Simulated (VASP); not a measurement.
# TiAl (P-6m2) in VASP: further runs

The runs below take TiAl through single point, with PBE.

Everything below comes from runs of VASP 6.6.1. Logs are shortened: lines on timing, memory, paths and dates and some standing lists are left out, and cuts for length are marked.

## Step 1: The cell of the first run

It takes space group P-6m2 (No. 187, hexagonal). The conventional cell has a = 2.737 Å, b = 2.737 Å, c = 4.788 Å, α = 90.00°, β = 90.00°, γ = 120.00°. Ti (site symmetry -6m2) has 6 Ti at 2.74 Å and 6 Al at 2.87 Å within 3.6 Å. Within 3.6 Å of Al (site symmetry -6m2) lie 6 Al at 2.74 Å and 6 Ti at 2.87 Å.

## Step 2: Single point, PBE

File INCAR:

```
SYSTEM = TiAl
ALGO = Fast
EDIFF = 1E-7
ENCUT = 520
GGA = PE
ISIF = 2
ISMEAR = 0
LASPH = .TRUE.
LCHARG = .FALSE.
LREAL = .FALSE.
LWAVE = .FALSE.
NBANDS = 14
NELM = 80
PREC = Accurate
SIGMA = 0.15
```

File KPOINTS:

```
k-points
0
G
  18 18 10
  0 0 0
```

File POSCAR:

```
TiAl
1.0
    2.7369000000      0.0000000000      0.0000000000
   -1.3684500000      2.3702249276      0.0000000000
    0.0000000000      0.0000000000      4.7879000000
Ti Al
1 1
Direct
    0.0000000000      0.0000000000      0.0000000000
    0.3333333333      0.6666666667      0.5000000000
```

Potentials or basis: VASP PAW PBE potentials, release 64 (Ti_sv, Al).

Command:

```console
$ cat potpaw_PBE.64/Ti_sv/POTCAR potpaw_PBE.64/Al/POTCAR > POTCAR
$ mpirun -np 1 vasp_std > vasp.out
```

OUTCAR:

```text
SYSTEM = TiAl
   EDIFF = 1E-7
   ENCUT = 520
   GGA = PE
   ISIF = 2
   ISMEAR = 0
   LASPH = .TRUE.
   LREAL = .FALSE.
   NELM = 80
   PREC = Accurate

 ion  position               nearest neighbor table
   1  0.000  0.000  0.000-   2 2.87   2 2.87   2 2.87   2 2.87   2 2.87   2 2.87
   2  0.333  0.667  0.500-   1 2.87   1 2.87   1 2.87   1 2.87   1 2.87   1 2.87

  LATTYP: Found a hexagonal cell.
 ALAT       =     2.7369000000
 C/A-ratio  =     1.7493879937

  Lattice vectors:

 A1 = (   2.7369000000,   0.0000000000,   0.0000000000)
 A2 = (  -1.3684500000,   2.3702249276,   0.0000000000)
 A3 = (   0.0000000000,   0.0000000000,   4.7879000000)

Analysis of symmetry for initial positions (statically):
=====================================================================
 Subroutine PRICEL returns:
 Original cell was already a primitive cell.

 Routine SETGRP: Setting up the symmetry group for a
 hexagonal supercell.

 Subroutine GETGRP returns: Found 12 space group operations
 (whereof 12 operations were pure point group operations)
 out of a pool of 24 trial point group operations.

The static configuration has the point symmetry D_3h.

Analysis of symmetry for dynamics (positions and initial velocities):
=====================================================================
 Subroutine PRICEL returns:
 Original cell was already a primitive cell.

 Routine SETGRP: Setting up the symmetry group for a
 hexagonal supercell.

 Subroutine GETGRP returns: Found 12 space group operations
 (whereof 12 operations were pure point group operations)
 out of a pool of 24 trial point group operations.

The dynamic configuration has the point symmetry D_3h.

 Subroutine INISYM returns: Found 12 space group operations
 (whereof 12 operations are pure point group operations),
 and found     1 'primitive' translations

----------------------------------------------------------------------------------------

                                     Primitive cell

  volume of cell :      31.0594

  direct lattice vectors                    reciprocal lattice vectors
     2.736900000  0.000000000  0.000000000     0.365376886  0.210950444  0.000000000
    -1.368450000  2.370224928  0.000000000     0.000000000  0.421900887  0.000000000
     0.000000000  0.000000000  4.787900000     0.000000000  0.000000000  0.208859834

  length of vectors
     2.736900000  2.736900000  4.787900000     0.421900887  0.421900887  0.208859834

  position of ions in fractional coordinates (direct lattice)
     0.000000000  0.000000000  0.000000000
     0.333333333  0.666666667  0.500000000

  ion indices of the primitive-cell ions
   primitive index   ion index
                 1           1
                 2           2

----------------------------------------------------------------------------------------

 KPOINTS: k-points

Automatic generation of k-mesh.
 Grid dimensions read from file:
 generate k-points for:   18   18   10

 Generating k-lattice:

  Cartesian coordinates                     Fractional coordinates (reciprocal lattice)
     0.020298716  0.011719469  0.000000000     0.055555556  0.000000000  0.000000000
     0.000000000  0.023438938  0.000000000     0.000000000  0.055555556  0.000000000
     0.000000000  0.000000000  0.020885983     0.000000000  0.000000000  0.100000000

  Length of vectors
     0.023438938  0.023438938  0.020885983

  Shift w.r.t. Gamma in fractional coordinates (k-lattice)
     0.000000000  0.000000000  0.000000000

 Subroutine IBZKPT returns following result:
 ===========================================

 Found    222 irreducible k-points:

 Following reciprocal coordinates:
            Coordinates               Weight
  0.000000  0.000000  0.000000      1.000000
  0.055556 -0.000000  0.000000      6.000000
  0.111111 -0.000000  0.000000      6.000000
  0.166667 -0.000000  0.000000      6.000000
  0.222222 -0.000000  0.000000      6.000000
  0.277778  0.000000  0.000000      6.000000
[... 16 lines left out ...]
  0.333333  0.111111  0.000000     12.000000
  0.388889  0.111111  0.000000     12.000000
 [... further k-points ...]
   k-points           NKPTS =    222   k-points in BZ     NKDIM =    222   number of bands    NBANDS=     14
   number of dos      NEDOS =    301   number of ions     NIONS =      2
   total plane-waves  NPLWV =  14400
   dimension x,y,z NGX =    20 NGY =   20 NGZ =   36
   dimension x,y,z NGXF=    40 NGYF=   40 NGZF=   72
   ions per type =               1   1
   NGX,Y,Z   is equivalent  to a cutoff of  12.15, 12.15, 12.50 a.u.
   NGXF,Y,Z  is equivalent  to a cutoff of  24.30, 24.30, 25.00 a.u.
 SYSTEM =  TiAl
   PREC   = accura    normal or accurate (medium, high low for compatibility)
   ISTART =      0    job   : 0-new  1-cont  2-samecut
   ICHARG =      2    charge: 1-file 2-atom 10-const
   ISPIN  =      1    spin polarized calculation?
   LNONCOLLINEAR =      F non collinear calculations
   LSORBIT =      F    spin-orbit coupling
   LASPH  =      T    aspherical Exc in radial PAW
   ENCUT  =  520.0 eV  38.22 Ry    6.18 a.u.   5.09  5.09  8.90*2*pi/ulx,y,z
   NELM   =     80;   NELMIN=  2; NELMDL= -5     # of ELM steps
   EDIFF  = 0.1E-06   stopping-criterion for ELM
   LREAL  =      F    real-space projection
   EDIFFG = 0.1E-05   stopping-criterion for IOM
   NSW    =      0    number of steps for IOM
   IBRION =     -1    ionic relax: 0-MD 1-quasi-New 2-CG
   NFREE  =      0    steps in history (QN), initial steepest desc. (CG)
   ISIF   =      2    stress and relaxation
   ISYM   =      2    0-nonsym 1-usesym 2-fastsym
   POTIM  = 0.5000    time-step for ionic-motion
   TEBEG  =    0.0;   TEEND  =   0.0 temperature during run
   PSTRESS=    0.0 pullay stress
   NELECT =      15.0000    total number of electrons
   NUPDOWN=      -1.0000    fix difference up-down
   EMIN   =  10.00;   EMAX   =-10.00  energy-range for DOS
   EFERMI =   0.00;   METHOD = LEGACY
   ISMEAR =     0;   SIGMA  =   0.15  broadening in eV -4-tet -1-fermi 0-gaus
   EFERMI_NEDOS =   21; number of points for ismear=-14 and -15
   IALGO  =     68    algorithm
   IMIX   =      4    mixing-type and parameters
     AMIX     =   0.40;   BMIX     =  1.00
     AMIX_MAG =   1.60;   BMIX_MAG =  1.00
  volume/ion in A,a.u.               =      15.53       104.80
  Fermi-wavevector in a.u.,A,eV,Ry     =   1.284421  2.427204 22.446039  1.649737
  Thomas-Fermi vector in A             =   2.416616
   LORBIT       =      0    0 simple, 1 ext, 2 COOP (PROOUT), +10 PAW based schemes
   GGA     = PE    functional components
   LHFCALC =     F    Hartree Fock is set to
   AEXX    =    0.0000 exact exchange contribution
   IVDW    =     0    specifies the selected vdW correction
   LEPSILON=     F    determine dielectric tensor
   LRPA    =     F    only Hartree local field effects (RPA)
 non-spin polarized calculation
 RMM-DIIS sequential band-by-band and
 Gauss-broadening in eV      SIGMA  =   0.15
  energy-cutoff  :      520.00
  volume of cell :       31.06
 maximum number of plane-waves:       852
   NGX = 11   NGY = 11   NGZ = 17

 number of electron      14.9999997 magnetization

 Free energy of the ion-electron system (eV)
  ---------------------------------------------------
  ext. energy  EPLUGINS =         0.00000000
  ---------------------------------------------------
  free energy    TOTEN  =       -11.97521099 eV

  energy without entropy =      -11.95387852  energy(sigma->0) =      -11.96454476

 E-fermi :   8.7034     XC(G=0): -11.2235

 val. band max:        8.7015161357   @ k =   0.3333   0.2778   0.5000
 cond. band min:       8.7037943338   @ k =   0.2222   0.2222   0.2000
 fundamental gap:      0.0022781980
 Fermi energy:         8.7034100715

 k-point     1 :       0.0000    0.0000    0.0000
  band No.  band energies     occupation
      1     -47.7236      2.00000
      2     -24.0598      2.00000
      3     -23.4592      2.00000
      4     -23.4592      2.00000
      5      -0.7908      2.00000
      6       5.9989      2.00000
      7       6.2167      2.00000
      8      10.0565      0.00000
      9      10.0565      0.00000
     10      11.8736      0.00000
     11      11.8736      0.00000
     12      12.0192      0.00000
     13      22.7044      0.00000
     14      22.7055      0.00000

 k-point     2 :       0.0556   -0.0000    0.0000
  band No.  band energies     occupation
      1     -47.7187      2.00000
      2     -24.0554      2.00000
      3     -23.4868      2.00000
      4     -23.4653      2.00000
      5      -0.7067      2.00000
      6       6.0999      2.00000
      7       6.2383      2.00000
      8       9.9704      0.00000
      9      10.1311      0.00000
     10      11.8486      0.00000
     11      11.8637      0.00000
     12      12.0479      0.00000
     13      21.3595      0.00000
     14      22.0385      0.00000

 k-point     3 :       0.1111   -0.0000    0.0000
  band No.  band energies     occupation
      1     -47.7048      2.00000
      2     -24.0425      2.00000
      3     -23.5658      2.00000
      4     -23.4828      2.00000
      5      -0.4561      2.00000
      6       6.3006      2.00000
      7       6.3896      2.00000
      8       9.7384      0.00000
      9      10.3506      0.00000
     10      11.7773      0.00000
     11      11.8422      0.00000
     12      12.1298      0.00000
     13      19.3181      0.00000
     14      21.1015      0.00000

 k-point     4 :       0.1667   -0.0000    0.0000
  band No.  band energies     occupation
      1     -47.6834      2.00000
      2     -24.0228      2.00000
      3     -23.6857      2.00000
      4     -23.5096      2.00000
      5      -0.0430      2.00000
      6       6.3954      2.00000
      7       6.8193      2.00000
      8       9.4333      0.00000
      9      10.7013      0.00000
     10      11.6699      0.00000
     11      11.8310      0.00000
     12      12.2521      0.00000
     13      17.3132      0.00000
     14      20.2446      0.00000

 k-point     5 :       0.2222   -0.0000    0.0000
  band No.  band energies     occupation
      1     -47.6571      2.00000
      2     -23.9986      2.00000
      3     -23.8308      2.00000
      4     -23.5422      2.00000
      5       0.5263      2.00000
      6       6.5101      2.00000
      7       7.2685      2.00000
      8       9.1717      0.00001
      9      11.1591      0.00000
     10      11.5411      0.00000
     11      11.8590      0.00000
[... 276 lines left out ...]
 k-point    22 :       0.2778    0.1111    0.0000
  band No.  band energies     occupation
      1     -47.5951      2.00000
      2     -24.1195      2.00000
      3     -23.9418      2.00000
      4     -23.6618      2.00000
      5       2.3326      2.00000
      6       6.8303      2.00000
      7       7.7089      2.00000
      8       8.8001      0.36189
      9      10.8216      0.00000
     10      11.6411      0.00000
     11      12.5462      0.00000
     12      12.9778      0.00000
     13      13.7120      0.00000
     14      15.9930      0.00000

 k-point    23 :       0.3333    0.1111    0.0000
  band No.  band energies     occupation
      1     -47.5745      2.00000
      2     -24.2175      2.00000
      3     -23.9230      2.00000
      4     -23.6958      2.00000
      5       3.3026      2.00000
      6       6.9457      2.00000
      7       7.4223      2.00000
      8       8.3350      1.99949
      9      10.6047      0.00000
     10      11.6561      0.00000
     11      12.9038      0.00000
     12      12.9427      0.00000
     13      14.1776      0.00000
     14      15.7451      0.00000

 k-point    24 :       0.3889    0.1111    0.0000
  band No.  band energies     occupation
      1     -47.5611      2.00000
      2     -24.2809      2.00000
      3     -23.9107      2.00000
      4     -23.7179      2.00000
      5       4.3473      2.00000
      6       6.8337      2.00000
      7       7.0266      2.00000
      8       7.7512      2.00000
      9      10.4550      0.00000
     10      11.9354      0.00000
     11      12.9073      0.00000
     12      13.2391      0.00000
     13      14.5731      0.00000
     14      15.8280      0.00000

 [... further k-points ...]

------------------------ aborting loop because EDIFF is reached ----------------------------------------

  FORCE on cell =-STRESS in cart. coord.  units (eV):
  Direction    XX          YY          ZZ          XY          YZ          ZX
  --------------------------------------------------------------------------------------
  -------------------------------------------------------------------------------------
  Total        2.5038717      2.5038717     -0.2329898     -0.0000000      0.0000000      0.0000000
  in kB      129.1603159    129.1603159    -12.0186017     -0.0000000      0.0000000      0.0000000
  external PRESSURE =      82.1006767 kB  Pullay stress =       0.0000000 kB

 VOLUME and BASIS-vectors are now :
 -----------------------------------------------------------------------------
  energy-cutoff  :      520.00
  volume of cell :       31.06
      direct lattice vectors                 reciprocal lattice vectors
     2.736900000  0.000000000  0.000000000     0.365376886  0.210950444  0.000000000
    -1.368450000  2.370224928  0.000000000     0.000000000  0.421900887  0.000000000
     0.000000000  0.000000000  4.787900000     0.000000000  0.000000000  0.208859834

 POSITION                                       TOTAL-FORCE (eV/Angst)
 -----------------------------------------------------------------------------------
      0.00000      0.00000      0.00000         0.000000      0.000000      0.000000
     -0.00000      1.58015      2.39395        -0.000000      0.000000      0.000000
 -----------------------------------------------------------------------------------
    total drift:                                0.000000     -0.000000      0.000000

  FREE ENERGIE OF THE ION-ELECTRON SYSTEM (eV)
  ---------------------------------------------------
  free  energy   TOTEN  =       -11.9752109887 eV

  energy  without entropy=      -11.9538785231  energy(sigma->0) =      -11.96454476
```

Run time: 2 min. Hardware: 1 thread of AMD EPYC 9R45 (Zen 5), shared host; peak memory 0.19 GiB.

What came out:

```yaml
Free_energy: -11.9752 eV
Pressure: 8.2 GPa
Band_gap_on_the_k_mesh: zero (an odd number of electrons rules out a gap without spin polarisation)
```

Stress tensor (GPa, compression positive):
```
12.92  0.00  0.00
 0.00 12.92  0.00
 0.00  0.00 -1.20
```

Levels at points of the mesh, in eV from the Fermi level:
| k point | band 3 | band 4 | band 5 | band 6 | band 7 | band 8 | band 9 | band 10 | band 11 | band 12 |
| --- | --- | --- | --- | --- | --- | --- | --- | --- | --- | --- |
| (0.00, 0.00, 0.00) | -32.16 | -32.16 | -9.49 | -2.70 | -2.49 | 1.35 | 1.35 | 3.17 | 3.17 | 3.32 |
| (0.50, 0.00, 0.00) | -32.61 | -32.36 | -3.84 | -2.73 | -1.81 | -1.31 | 2.40 | 3.96 | 4.12 | 4.52 |
| (0.00, 0.00, 0.50) | -32.16 | -32.16 | -8.72 | -5.62 | -0.94 | 1.36 | 1.36 | 3.12 | 3.12 | 5.85 |
| (0.50, 0.00, 0.50) | -32.62 | -32.36 | -3.80 | -2.61 | -2.07 | 0.73 | 0.90 | 2.27 | 2.57 | 4.52 |

Caveat: the cell stands under pressure.

(Continued in part 2 of 2.)
